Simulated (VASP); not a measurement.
# ZnS (Wurtzite-2H) (P1) in VASP: single point with r2SCAN

Aim: the single point of ZnS (Wurtzite-2H) with r2SCAN.

Program: VASP 6.6.1. These are calculated values, not measurements. Logs are shortened: lines on timing, memory, paths and dates and some standing lists are left out, and cuts for length are marked.

## (1) The cell of the first run

The typed cell holds 16 atoms: a = 7.611 Å, b = 7.611 Å, c = 6.244 Å, α = 90.00°, β = 90.00°, γ = 120.00°.

## (2) Single point, r2SCAN

File POSCAR:

```
ZnS
1.0
    7.6108560439      0.0000000000      0.0000000000
   -3.8054280220      6.5911946786      0.0000000000
    0.0000000000      0.0000000000      6.2440175251
Zn S
8 8
Direct
    0.1763964497      0.3530554192     -0.0023185393
    0.3567021766      0.1580807503      0.5084016800
    0.1692655834      0.8070345756      0.0091023127
    0.3231346660      0.6769589153      0.5162338169
    0.6630586211      0.3474814676      0.0088007440
    0.8429670486      0.1697109636      0.4926784699
    0.6784984414      0.8462151813      0.0151823725
    0.8585576892      0.6729066909      0.4865902422
    0.1563356653      0.3447463033      0.3690888103
    0.3263913040      0.1787901978      0.8752517074
    0.1884943466      0.8422498911      0.3659794340
    0.3377892064      0.6636478231      0.8680960581
    0.6828842709      0.3490705573      0.3789236642
    0.8275669287      0.1523157863      0.8707550833
    0.6594856264      0.8247319743      0.3894965045
    0.8510961565      0.6670887774      0.8746887686
```

File INCAR.step1:

```
SYSTEM = ZnS
ALGO = Normal
EDIFF = 1E-4
ENCUT = 520
GGA = PE
ISMEAR = -1
LASPH = .True.
LCHARG = .False.
LREAL = Auto
LWAVE = .True.
NBANDS = 86
NELM = 60
PREC = Accurate
SIGMA = 0.069
```

File INCAR.step2:

```
SYSTEM = ZnS
ALGO = Normal
EDIFF = 1E-7
ENCUT = 520
ISIF = 2
ISMEAR = -1
ISTART = 1
LASPH = .True.
LCHARG = .True.
LELF = .True.
LMIXTAU = .True.
LREAL = Auto
LVHAR = .True.
LWAVE = .False.
METAGGA = R2SCAN
NBANDS = 86
NELM = 60
PREC = Accurate
SIGMA = 0.069
```

File KPOINTS:

```
k-points
0
Gamma
  3 3 2
  0 0 0
```

Potentials or basis: VASP PAW PBE potentials, release 64 (Zn, S).

Started as:

```
$ cat potpaw_PBE.64/Zn/POTCAR potpaw_PBE.64/S/POTCAR > POTCAR
$ cp INCAR.step1 INCAR
$ mpirun -np 1 vasp_std > vasp.out
$ cp INCAR.step2 INCAR
$ mpirun -np 1 vasp_std > vasp.out
```

OUTCAR:

```text
SYSTEM = ZnS
   EDIFF = 1E-7
   ENCUT = 520
   ISIF = 2
   ISMEAR = -1
   ISTART = 1
   LASPH = .True.
   LREAL = Auto
   METAGGA = R2SCAN
   NELM = 60
   PREC = Accurate

 ion  position               nearest neighbor table
   1  0.176  0.353  0.998-  12 2.20  10 2.27   9 2.32  14 2.44
   2  0.357  0.158  0.508-  11 2.27  13 2.31  10 2.32   9 2.70
   3  0.169  0.807  0.009-  12 2.24  11 2.24  16 2.26  10 2.60
   4  0.323  0.677  0.516-  11 2.19  12 2.20  15 2.36   9 2.37
   5  0.663  0.347  0.009-  16 2.28  13 2.32  10 2.37  14 2.53
   6  0.843  0.170  0.493-   9 2.21  13 2.35  14 2.36  15 2.36
[... 8 lines left out ...]
  15  0.659  0.825  0.389-   7 2.34   4 2.36   6 2.36   8 2.40
  16  0.851  0.667  0.875-   3 2.26   5 2.28   8 2.42   7 2.48

  LATTYP: Found a hexagonal cell.
 ALAT       =     7.6108560439
 C/A-ratio  =     0.8204093586

  Lattice vectors:

 A1 = (   7.6108560439,   0.0000000000,   0.0000000000)
 A2 = (  -3.8054280220,   6.5911946786,   0.0000000000)
 A3 = (   0.0000000000,   0.0000000000,   6.2440175251)

Analysis of symmetry for initial positions (statically):
=====================================================================
 Subroutine PRICEL returns:
 Original cell was already a primitive cell.

 Routine SETGRP: Setting up the symmetry group for a
 hexagonal supercell.

 Subroutine GETGRP returns: Found  1 space group operations
 (whereof  1 operations were pure point group operations)
 out of a pool of 24 trial point group operations.

The static configuration has the point symmetry C_1 .

Analysis of symmetry for dynamics (positions and initial velocities):
=====================================================================
 Subroutine PRICEL returns:
 Original cell was already a primitive cell.

 Routine SETGRP: Setting up the symmetry group for a
 hexagonal supercell.

 Subroutine GETGRP returns: Found  1 space group operations
 (whereof  1 operations were pure point group operations)
 out of a pool of 24 trial point group operations.

The dynamic configuration has the point symmetry C_1 .

 Subroutine INISYM returns: Found  1 space group operations
 (whereof  1 operations are pure point group operations),
 and found     1 'primitive' translations

----------------------------------------------------------------------------------------

                                     Primitive cell

[... 106 lines left out ...]
   NSW    =      0    number of steps for IOM
   IBRION =     -1    ionic relax: 0-MD 1-quasi-New 2-CG
   NFREE  =      0    steps in history (QN), initial steepest desc. (CG)
   ISIF   =      2    stress and relaxation
   ISYM   =      2    0-nonsym 1-usesym 2-fastsym
   POTIM  = 0.5000    time-step for ionic-motion
   TEBEG  =    0.0;   TEEND  =   0.0 temperature during run
   PSTRESS=    0.0 pullay stress
   NELECT =     144.0000    total number of electrons
   NUPDOWN=      -1.0000    fix difference up-down
   EMIN   =  10.00;   EMAX   =-10.00  energy-range for DOS
   EFERMI =   0.00;   METHOD = LEGACY
   ISMEAR =    -1;   SIGMA  =   0.07  broadening in eV -4-tet -1-fermi 0-gaus
   EFERMI_NEDOS =   21; number of points for ismear=-14 and -15
   IALGO  =     38    algorithm
   IMIX   =      4    mixing-type and parameters
     AMIX     =   0.40;   BMIX     =  1.00
     AMIX_MAG =   1.60;   BMIX_MAG =  1.00
  volume/ion in A,a.u.               =      19.58       132.11
  Fermi-wavevector in a.u.,A,eV,Ry     =   1.263500  2.387668 21.720762  1.596431
  Thomas-Fermi vector in A             =   2.396853
   LORBIT       =      0    0 simple, 1 ext, 2 COOP (PROOUT), +10 PAW based schemes
   METAGGA = R2SCAN    functional components
   LHFCALC =     F    Hartree Fock is set to
   AEXX    =    0.0000 exact exchange contribution
   IVDW    =     0    specifies the selected vdW correction
   LEPSILON=     F    determine dielectric tensor
   LRPA    =     F    only Hartree local field effects (RPA)
 non-spin polarized calculation
  energy-cutoff  :      520.00
  volume of cell :      313.23
 maximum number of plane-waves:      8484
 NGX is ok and might be reduce to    60
   NGX = 29   NGY = 29   NGZ = 23

 number of electron     144.0000004 magnetization

 Free energy of the ion-electron system (eV)
  ---------------------------------------------------
  ext. energy  EPLUGINS =         0.00000000
  ---------------------------------------------------
  free energy    TOTEN  =      -149.82106395 eV

  energy without entropy =     -149.82106394  energy(sigma->0) =     -149.82106394

 E-fermi :   3.3549     XC(G=0): -10.3117

 val. band max:        2.0070310710   @ k =   0.0000   0.0000   0.0000
 cond. band min:       4.6609517356   @ k =   0.0000   0.0000   0.0000
 fundamental gap:      2.6539206646
 Fermi energy:         3.3548739702

 k-point     1 :       0.0000    0.0000    0.0000
  band No.  band energies     occupation
      1     -12.0789      2.00000
      2     -11.3693      2.00000
      3     -11.2371      2.00000
      4     -10.7282      2.00000
      5     -10.6798      2.00000
      6     -10.6124      2.00000
[... 859 lines left out ...]
     83       8.1491      0.00000
     84       8.3124      0.00000
 [bands above 84 left out]

------------------------ aborting loop because EDIFF is reached ----------------------------------------

  FORCE on cell =-STRESS in cart. coord.  units (eV):
  Direction    XX          YY          ZZ          XY          YZ          ZX
  --------------------------------------------------------------------------------------
  -------------------------------------------------------------------------------------
  Total        1.0766158      4.1395556      2.7997859      0.1729540     -1.2329930     -0.2483500
  in kB        5.5069303     21.1739821     14.3210098      0.8846660     -6.3068054     -1.2703196
  external PRESSURE =      13.6673074 kB  Pullay stress =       0.0000000 kB

 VOLUME and BASIS-vectors are now :
 -----------------------------------------------------------------------------
  energy-cutoff  :      520.00
  volume of cell :      313.23
      direct lattice vectors                 reciprocal lattice vectors
     7.610856044  0.000000000  0.000000000     0.131391265  0.075858782  0.000000000
    -3.805428022  6.591194679  0.000000000     0.000000000  0.151717564  0.000000000
     0.000000000  0.000000000  6.244017525     0.000000000  0.000000000  0.160153298

 POSITION                                       TOTAL-FORCE (eV/Angst)
 -----------------------------------------------------------------------------------
     -0.00100      2.32706      6.22954        -0.627908     -1.104465      0.329358
      2.11324      1.04194      3.17447        -0.763636      0.914250      0.104023
     -1.78286      5.31932      0.05684        -0.341697      0.933027     -0.583185
     -0.11679      4.46197      3.22337         1.018972     -0.880606     -0.580456
      3.72413      2.29032      0.05495         0.274873     -0.680664     -0.447650
      5.76988      1.11860      3.07629        -0.388407     -0.551037      0.386959
[... 8 lines left out ...]
      1.88079      5.43597      2.43202         0.448972      0.234027     -0.417156
      3.93901      4.39691      5.46157        -0.675362      0.294875     -0.225224
 -----------------------------------------------------------------------------------
    total drift:                                0.021809     -0.013747      0.007287

  FREE ENERGIE OF THE ION-ELECTRON SYSTEM (eV)
  ---------------------------------------------------
  free  energy   TOTEN  =      -149.8210639459 eV

  energy  without entropy=     -149.8210639439  energy(sigma->0) =     -149.82106394
```

OUTCAR.step1:

```text
SYSTEM = ZnS
   EDIFF = 1E-4
   ENCUT = 520
   GGA = PE
   ISMEAR = -1
   LASPH = .True.
   LREAL = Auto
   NELM = 60
[... 1121 lines left out ...]
      5.76988      1.11860      3.07629        -0.401196     -0.573956      0.377295
[... 8 lines left out ...]
      1.88079      5.43597      2.43202         0.430393      0.202124     -0.364943
      3.93901      4.39691      5.46157        -0.695277      0.315121     -0.256430
 -----------------------------------------------------------------------------------
    total drift:                               -0.000840     -0.003416     -0.001304

  FREE ENERGIE OF THE ION-ELECTRON SYSTEM (eV)
  ---------------------------------------------------
  free  energy   TOTEN  =       -53.6293871793 eV

  energy  without entropy=      -53.6293870878  energy(sigma->0) =      -53.62938713
```

Run time: 19 min. Hardware: 1 thread of AMD EPYC 9R45 (Zen 5), shared host; peak memory 0.53 GiB.

What came out:

```
Free energy            : -149.8211 eV
Pressure               : 1.4 GPa
Largest force          : 1.467 eV/Å
Band gap on the k mesh : 2.65 eV, direct
```

Forces in eV/Å, atoms in the order of the input:
```
Zn  -0.628 -1.104  0.329
Zn  -0.764  0.914  0.104
Zn  -0.342  0.933 -0.583
Zn   1.019 -0.881 -0.580
Zn   0.275 -0.681 -0.448
Zn  -0.388 -0.551  0.387
Zn   0.226 -0.772  0.102
Zn  -0.634  0.470  0.640
S    1.379  0.078  0.032
S    0.989 -0.790  0.095
S   -0.916  0.429  0.198
S    0.532  0.854  0.584
S   -0.200 -0.739 -0.241
S   -0.321  1.311  0.023
S    0.449  0.234 -0.417
S   -0.675  0.295 -0.225
```

Stress tensor (GPa, compression positive):
```
 0.55  0.09 -0.13
 0.09  2.12 -0.63
-0.13 -0.63  1.43
```

Levels at points of the mesh, in eV from the valence-band top:
```csv
k point,band 69,band 70,band 71,band 72,band 73,band 74,band 75,band 76
"(0.00, 0.00, 0.00)",-0.74,-0.17,-0.04,0.00,2.65,3.50,3.75,3.93
"(0.00, 0.00, 0.50)",-0.67,-0.50,-0.45,-0.39,3.49,3.67,3.74,3.83
```

Caveat: the k points lie up to 0.50 Å⁻¹ apart; the PAW data sets were made with another functional, which shifts forces and pressure a little. r2SCAN opens gaps a little over a GGA but as a rule still falls short of measured ones.
